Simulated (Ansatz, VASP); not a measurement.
# Two plane-wave programs on AlCu3N4

```xyz
8
Lattice="4.1453 0.0000 0.0000 0.0000 4.1453 0.0000 0.0000 0.0000 4.1455" Properties=species:S:1:pos:R:3 pbc="T T T"
Al    2.0726    2.0726    0.0000
Cu    2.0726    0.0000    2.0727
Cu    0.0000    2.0726    2.0727
Cu    0.0000    0.0000    0.0000
N     2.0726    2.0726    2.0727
N     2.0726    0.0000    0.0000
N     0.0000    2.0726    0.0000
N     0.0000    0.0000    2.0727
```

Alike in both runs: functional PBE; k mesh 8 × 8 × 8; occupations gaussian, width 0.1 eV; no spin polarisation.

Ansatz relaxed the structure, and its values are those at the end. VASP's run is a single point on that final structure, the one shown.

```csv
,VASP,Ansatz
version,VASP 6.6.1,Ansatz 0.2.0
potentials or method,"VASP PAW PBE potentials, release 64 (Al, Cu, N), cutoff 520 eV","scalar-relativistic, plane waves, PAW"
valence electrons in the cell,56,80
```

```csv
,VASP,Ansatz,Ansatz less VASP
gap on the k mesh at the Fermi level (eV),none,none,-
pressure (GPa),0.2,0.0,-0.23
```

A gap of «none» marks a metal or a gap that the smearing closes. VASP's potentials hold 56 valence electrons a cell and Ansatz's 80, so a difference there can come from the potentials and not from the codes.
